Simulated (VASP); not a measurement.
# Si (Fd-3m) in VASP: further runs

The runs below take Si through single point, with PBE, LDA.

Program: VASP 6.6.1. These are calculated values, not measurements. Logs are shortened: lines on timing, memory, paths and dates and some standing lists are left out, and cuts for length are marked.

## Step 1: The cell of the first run

The structure is cubic, space group Fd-3m (No. 227). The conventional cell has a = 5.350 Å, b = 5.350 Å, c = 5.350 Å, α = 90.00°, β = 90.00°, γ = 90.00°. Si (site symmetry -43m) has 4 Si at 2.32 Å within 3.1 Å.

## Step 2: Single point, PBE

INCAR

```
  PREC = Accurate
  ENCUT = 500
  EDIFF = 1E-6
  ISMEAR = 0
  SIGMA = 0.01
  LREAL = F
  LASPH = T
  NELM = 120
  ALGO = Normal
  ISIF = 2
  LWAVE = F
  LCHARG = F
  GGA = PE
  NBANDS = 11
  GGA_COMPAT = F
```

KPOINTS

```
regular mesh
0
Gamma
  8 8 8
```

POSCAR

```
Si
1.0
    0.0000000000      2.6750000000      2.6750000000
    2.6750000000      0.0000000000      2.6750000000
    2.6750000000      2.6750000000      0.0000000000
Si
2
Direct
    0.0000000000      0.0000000000      0.0000000000
    0.2500000000      0.2500000000      0.2500000000
```

Potentials or basis: VASP PAW PBE potentials, release 64 (Si).

Run with:

```sh
> cat potpaw_PBE.64/Si/POTCAR > POTCAR
> mpirun -np 1 vasp_std > vasp.out
```

OUTCAR:

```text
PREC = Accurate
   ENCUT = 500
   EDIFF = 1E-6
   ISMEAR = 0
   LREAL = F
   LASPH = T
   NELM = 120
   ISIF = 2
   GGA = PE

 ion  position               nearest neighbor table
   1  0.000  0.000  0.000-   2 2.32   2 2.32   2 2.32   2 2.32
   2  0.250  0.250  0.250-   1 2.32   1 2.32   1 2.32   1 2.32

  LATTYP: Found a face centered cubic cell.
 ALAT       =     5.3500000000

  Lattice vectors:

 A1 = (   0.0000000000,   2.6750000000,   2.6750000000)
 A2 = (   2.6750000000,   0.0000000000,   2.6750000000)
 A3 = (   2.6750000000,   2.6750000000,   0.0000000000)

Analysis of symmetry for initial positions (statically):
=====================================================================
 Subroutine PRICEL returns:
 Original cell was already a primitive cell.

 Routine SETGRP: Setting up the symmetry group for a
 face centered cubic supercell.

 Subroutine GETGRP returns: Found 48 space group operations
 (whereof 24 operations were pure point group operations)
 out of a pool of 48 trial point group operations.

The static configuration has the point symmetry T_d .
 The point group associated with its full space group is O_h .

Analysis of symmetry for dynamics (positions and initial velocities):
=====================================================================
 Subroutine PRICEL returns:
 Original cell was already a primitive cell.

 Routine SETGRP: Setting up the symmetry group for a
 face centered cubic supercell.

 Subroutine GETGRP returns: Found 48 space group operations
 (whereof 24 operations were pure point group operations)
 out of a pool of 48 trial point group operations.

The dynamic configuration has the point symmetry T_d .
 The point group associated with its full space group is O_h .

 Subroutine INISYM returns: Found 48 space group operations
 (whereof 24 operations are pure point group operations),
 and found     1 'primitive' translations

----------------------------------------------------------------------------------------

                                     Primitive cell

  volume of cell :      38.2826

  direct lattice vectors                    reciprocal lattice vectors
     0.000000000  2.675000000  2.675000000    -0.186915888  0.186915888  0.186915888
     2.675000000  0.000000000  2.675000000     0.186915888 -0.186915888  0.186915888
     2.675000000  2.675000000  0.000000000     0.186915888  0.186915888 -0.186915888

  length of vectors
     3.783021279  3.783021279  3.783021279     0.323747814  0.323747814  0.323747814

  position of ions in fractional coordinates (direct lattice)
     0.000000000  0.000000000  0.000000000
     0.250000000  0.250000000  0.250000000

  ion indices of the primitive-cell ions
   primitive index   ion index
                 1           1
                 2           2

----------------------------------------------------------------------------------------

 KPOINTS: regular mesh

Automatic generation of k-mesh.
 Grid dimensions read from file:
 generate k-points for:    8    8    8

 Generating k-lattice:

  Cartesian coordinates                     Fractional coordinates (reciprocal lattice)
    -0.023364486  0.023364486  0.023364486     0.125000000  0.000000000  0.000000000
     0.023364486 -0.023364486  0.023364486     0.000000000  0.125000000  0.000000000
     0.023364486  0.023364486 -0.023364486     0.000000000  0.000000000  0.125000000

  Length of vectors
     0.040468477  0.040468477  0.040468477

  Shift w.r.t. Gamma in fractional coordinates (k-lattice)
     0.000000000  0.000000000  0.000000000

 Subroutine IBZKPT returns following result:
 ===========================================

 Found     29 irreducible k-points:

 Following reciprocal coordinates:
            Coordinates               Weight
  0.000000  0.000000  0.000000      1.000000
  0.125000  0.000000  0.000000      8.000000
  0.250000  0.000000  0.000000      8.000000
  0.375000  0.000000  0.000000      8.000000
  0.500000  0.000000  0.000000      4.000000
  0.125000  0.125000  0.000000      6.000000
[... 16 lines left out ...]
  0.500000  0.250000  0.125000     48.000000
 -0.375000  0.250000  0.125000     24.000000
 [... further k-points ...]
   k-points           NKPTS =     29   k-points in BZ     NKDIM =     29   number of bands    NBANDS=     11
   number of dos      NEDOS =    301   number of ions     NIONS =      2
   total plane-waves  NPLWV =  21952
   dimension x,y,z NGX =    28 NGY =   28 NGZ =   28
   dimension x,y,z NGXF=    56 NGYF=   56 NGZF=   56
   ions per type =               2
   NGX,Y,Z   is equivalent  to a cutoff of  12.30, 12.30, 12.30 a.u.
   NGXF,Y,Z  is equivalent  to a cutoff of  24.61, 24.61, 24.61 a.u.
 SYSTEM =  unknown system
   PREC   = accura    normal or accurate (medium, high low for compatibility)
   ISTART =      0    job   : 0-new  1-cont  2-samecut
   ICHARG =      2    charge: 1-file 2-atom 10-const
   ISPIN  =      1    spin polarized calculation?
   LNONCOLLINEAR =      F non collinear calculations
   LSORBIT =      F    spin-orbit coupling
   LASPH  =      T    aspherical Exc in radial PAW
   ENCUT  =  500.0 eV  36.75 Ry    6.06 a.u.   6.90  6.90  6.90*2*pi/ulx,y,z
   NELM   =    120;   NELMIN=  2; NELMDL= -5     # of ELM steps
   EDIFF  = 0.1E-05   stopping-criterion for ELM
   LREAL  =      F    real-space projection
   EDIFFG = 0.1E-04   stopping-criterion for IOM
   NSW    =      0    number of steps for IOM
   IBRION =     -1    ionic relax: 0-MD 1-quasi-New 2-CG
   NFREE  =      0    steps in history (QN), initial steepest desc. (CG)
   ISIF   =      2    stress and relaxation
   ISYM   =      2    0-nonsym 1-usesym 2-fastsym
   POTIM  = 0.5000    time-step for ionic-motion
   TEBEG  =    0.0;   TEEND  =   0.0 temperature during run
   PSTRESS=    0.0 pullay stress
   NELECT =       8.0000    total number of electrons
   NUPDOWN=      -1.0000    fix difference up-down
   EMIN   =  10.00;   EMAX   =-10.00  energy-range for DOS
   EFERMI =   0.00;   METHOD = LEGACY
   ISMEAR =     0;   SIGMA  =   0.01  broadening in eV -4-tet -1-fermi 0-gaus
   EFERMI_NEDOS =   21; number of points for ismear=-14 and -15
   IALGO  =     38    algorithm
   IMIX   =      4    mixing-type and parameters
     AMIX     =   0.40;   BMIX     =  1.00
     AMIX_MAG =   1.60;   BMIX_MAG =  1.00
  volume/ion in A,a.u.               =      19.14       129.17
  Fermi-wavevector in a.u.,A,eV,Ry     =   0.971489  1.835847 12.841044  0.943790
  Thomas-Fermi vector in A             =   2.101710
   LORBIT       =      0    0 simple, 1 ext, 2 COOP (PROOUT), +10 PAW based schemes
   GGA     = PE    functional components
   LHFCALC =     F    Hartree Fock is set to
   AEXX    =    0.0000 exact exchange contribution
   IVDW    =     0    specifies the selected vdW correction
   LEPSILON=     F    determine dielectric tensor
   LRPA    =     F    only Hartree local field effects (RPA)
 non-spin polarized calculation
 Gauss-broadening in eV      SIGMA  =   0.01
  energy-cutoff  :      500.00
  volume of cell :       38.28
 maximum number of plane-waves:       982
   NGX = 13   NGY = 13   NGZ = 13

 number of electron       8.0000000 magnetization

 Free energy of the ion-electron system (eV)
  ---------------------------------------------------
  ext. energy  EPLUGINS =         0.00000000
  ---------------------------------------------------
  free energy    TOTEN  =       -10.79414482 eV

  energy without entropy =      -10.79414482  energy(sigma->0) =      -10.79414482

 E-fermi :   6.3559     XC(G=0):  -9.5853

 val. band max:        6.2912270032   @ k =   0.0000   0.0000   0.0000
 cond. band min:       6.8297869585   @ k =   0.3750   0.3750   0.0000
 fundamental gap:      0.5385599552
 Fermi energy:         6.3558563151

 k-point     1 :       0.0000    0.0000    0.0000
  band No.  band energies     occupation
      1      -5.9817      2.00000
      2       6.2912      2.00000
      3       6.2912      2.00000
      4       6.2912      2.00000
      5       8.8734      0.00000
      6       8.8734      0.00000
      7       8.8734      0.00000
      8      10.1916      0.00000
      9      14.0315      0.00000
     10      14.0315      0.00000
     11      14.4320      0.00000

 k-point     2 :       0.1250    0.0000    0.0000
  band No.  band energies     occupation
      1      -5.7695      2.00000
      2       4.6757      2.00000
      3       5.9895      2.00000
      4       5.9895      2.00000
      5       8.9138      0.00000
      6       9.3164      0.00000
      7       9.3164      0.00000
      8      11.4336      0.00000
      9      13.5314      0.00000
     10      13.5314      0.00000
     11      15.2419      0.00000

 k-point     3 :       0.2500    0.0000    0.0000
  band No.  band energies     occupation
      1      -5.1495      2.00000
      2       2.2794      2.00000
      3       5.5035      2.00000
      4       5.5035      2.00000
      5       8.4750      0.00000
      6       9.8320      0.00000
      7       9.8320      0.00000
      8      13.5024      0.00000
      9      13.5024      0.00000
     10      13.5908      0.00000
     11      15.4424      0.00000

 k-point     4 :       0.3750    0.0000    0.0000
  band No.  band energies     occupation
      1      -4.2135      2.00000
      2       0.1834      2.00000
      3       5.1688      2.00000
      4       5.1688      2.00000
      5       8.1172      0.00000
      6       9.7349      0.00000
      7       9.7349      0.00000
      8      14.2651      0.00000
      9      14.9648      0.00000
     10      14.9648      0.00000
     11      16.3940      0.00000

 k-point     5 :       0.5000    0.0000    0.0000
  band No.  band energies     occupation
      1      -3.5340      2.00000
      2      -0.8927      2.00000
      3       5.0549      2.00000
      4       5.0549      2.00000
      5       7.9905      0.00000
      6       9.6068      0.00000
      7       9.6068      0.00000
      8      14.0749      0.00000
      9      16.9549      0.00000
     10      16.9549      0.00000
     11      17.9346      0.00000
[... 211 lines left out ...]
 k-point    21 :       0.5000    0.5000    0.0000
  band No.  band energies     occupation
      1      -1.6712      2.00000
      2      -1.6712      2.00000
      3       3.3220      2.00000
      4       3.3220      2.00000
      5       6.9078      0.00000
      6       6.9078      0.00000
      7      16.7980      0.00000
      8      16.7980      0.00000
      9      17.4068      0.00000
     10      17.4068      0.00000
     11      18.9873      0.00000

 k-point    22 :       0.3750    0.2500    0.1250
  band No.  band energies     occupation
      1      -4.5984      2.00000
      2       1.9612      2.00000
      3       3.4530      2.00000
      4       4.8101      2.00000
      5       8.7497      0.00000
      6      10.3242      0.00000
      7      10.4894      0.00000
      8      11.9247      0.00000
      9      14.2443      0.00000
     10      16.8957      0.00000
     11      17.6573      0.00000

 k-point    23 :       0.5000    0.2500    0.1250
  band No.  band energies     occupation
      1      -3.6688      2.00000
      2       0.3385      2.00000
      3       2.8390      2.00000
      4       4.2778      2.00000
      5       9.1886      0.00000
      6       9.8971      0.00000
      7      11.3984      0.00000
      8      12.3564      0.00000
      9      15.5076      0.00000
     10      16.2607      0.00000
     11      18.5041      0.00000

 k-point    24 :      -0.3750    0.2500    0.1250
  band No.  band energies     occupation
      1      -2.9758      2.00000
      2      -0.6630      2.00000
      3       2.7164      2.00000
      4       4.0335      2.00000
      5       9.3884      0.00000
      6       9.4508      0.00000
      7      12.3346      0.00000
      8      13.5290      0.00000
      9      13.8816      0.00000
     10      17.0306      0.00000
     11      18.3173      0.00000

 [... further k-points ...]

------------------------ aborting loop because EDIFF is reached ----------------------------------------

  FORCE on cell =-STRESS in cart. coord.  units (eV):
  Direction    XX          YY          ZZ          XY          YZ          ZX
  --------------------------------------------------------------------------------------
  -------------------------------------------------------------------------------------
  Total        1.6134050      1.6134050      1.6134050      0.0000000      0.0000000      0.0000000
  in kB       67.5231387     67.5231387     67.5231387      0.0000000      0.0000000      0.0000000
  external PRESSURE =      67.5231387 kB  Pullay stress =       0.0000000 kB

 VOLUME and BASIS-vectors are now :
 -----------------------------------------------------------------------------
  energy-cutoff  :      500.00
  volume of cell :       38.28
      direct lattice vectors                 reciprocal lattice vectors
     0.000000000  2.675000000  2.675000000    -0.186915888  0.186915888  0.186915888
     2.675000000  0.000000000  2.675000000     0.186915888 -0.186915888  0.186915888
     2.675000000  2.675000000  0.000000000     0.186915888  0.186915888 -0.186915888

 POSITION                                       TOTAL-FORCE (eV/Angst)
 -----------------------------------------------------------------------------------
      0.00000      0.00000      0.00000        -0.000000     -0.000000      0.000000
      1.33750      1.33750      1.33750         0.000000      0.000000     -0.000000
 -----------------------------------------------------------------------------------
    total drift:                                0.000000      0.000000     -0.000000

  FREE ENERGIE OF THE ION-ELECTRON SYSTEM (eV)
  ---------------------------------------------------
  free  energy   TOTEN  =       -10.7941448249 eV

  energy  without entropy=      -10.7941448249  energy(sigma->0) =      -10.79414482
```

Wall time 5.9 s (1 thread of Intel Xeon Platinum 8488C (Sapphire Rapids), shared host); peak memory 0.15 GiB.

Results:

```
Free energy            : -10.7941 eV
Pressure               : 6.8 GPa
Band gap on the k mesh : 0.54 eV, indirect (least direct gap 2.58 eV)
```

Levels at points of the mesh, in eV from the valence-band top:
| k point | band 1 | band 2 | band 3 | band 4 | band 5 | band 6 | band 7 | band 8 | band 9 |
| --- | --- | --- | --- | --- | --- | --- | --- | --- | --- |
| (0.00, 0.00, 0.00) | -12.27 | 0.00 | 0.00 | 0.00 | 2.58 | 2.58 | 2.58 | 3.90 | 7.74 |
| (0.50, 0.00, 0.00) | -9.83 | -7.18 | -1.24 | -1.24 | 1.70 | 3.32 | 3.32 | 7.78 | 10.66 |
| (0.50, 0.50, 0.00) | -7.96 | -7.96 | -2.97 | -2.97 | 0.62 | 0.62 | 10.51 | 10.51 | 11.12 |

## Step 3: Single point, LDA

INCAR

```
SYSTEM = Si
PREC     = Accurate       ! precision mode
ENCUT    = 500            ! plane-wave cutoff, eV
EDIFF    = 1E-6           ! SCF threshold, eV
ISMEAR   = 0              ! smearing method
SIGMA    = 0.01           ! smearing width, eV
LREAL    = .FALSE.        ! projectors in reciprocal space
LASPH    = .TRUE.         ! aspherical terms in the spheres
NELM     = 120            ! most SCF steps
ALGO     = Normal         ! electronic algorithm
ISIF     = 2              ! what is computed and relaxed
LWAVE    = .FALSE.        ! write WAVECAR
LCHARG   = .FALSE.        ! write CHGCAR
GGA      = CA             ! functional
NBANDS   = 11             ! bands
GGA_COMPAT= .FALSE.
```

KPOINTS

```
regular mesh
0
G
  8 8 8
  0 0 0
```

POSCAR is that of step 2.

Potentials or basis: VASP PAW LDA potentials, release 64 (Si).

Run with:

```sh
> cat potpaw_LDA.64/Si/POTCAR > POTCAR
> mpirun -np 1 vasp_std > vasp.out
```

It took 5.3 s on 1 thread of Intel Xeon Platinum 8488C (Sapphire Rapids), shared host; peak memory 0.13 GiB.

Results (log left out):

- Free energy: -11.9048 eV
- Pressure: 3.0 GPa
- Band gap on the k mesh: 0.44 eV, indirect (least direct gap 2.54 eV)

Levels at points of the mesh, in eV from the valence-band top:
```tsv
k point	band 1	band 2	band 3	band 4	band 5	band 6	band 7	band 8	band 9
(0.00, 0.00, 0.00)	-12.27	0.00	0.00	0.00	2.54	2.54	2.54	3.73	7.75
(0.50, 0.00, 0.00)	-9.82	-7.21	-1.23	-1.23	1.59	3.27	3.27	7.58	10.63
(0.50, 0.50, 0.00)	-7.96	-7.96	-2.97	-2.97	0.52	0.52	10.37	10.37	11.06
```

A k mesh can miss the band edges.
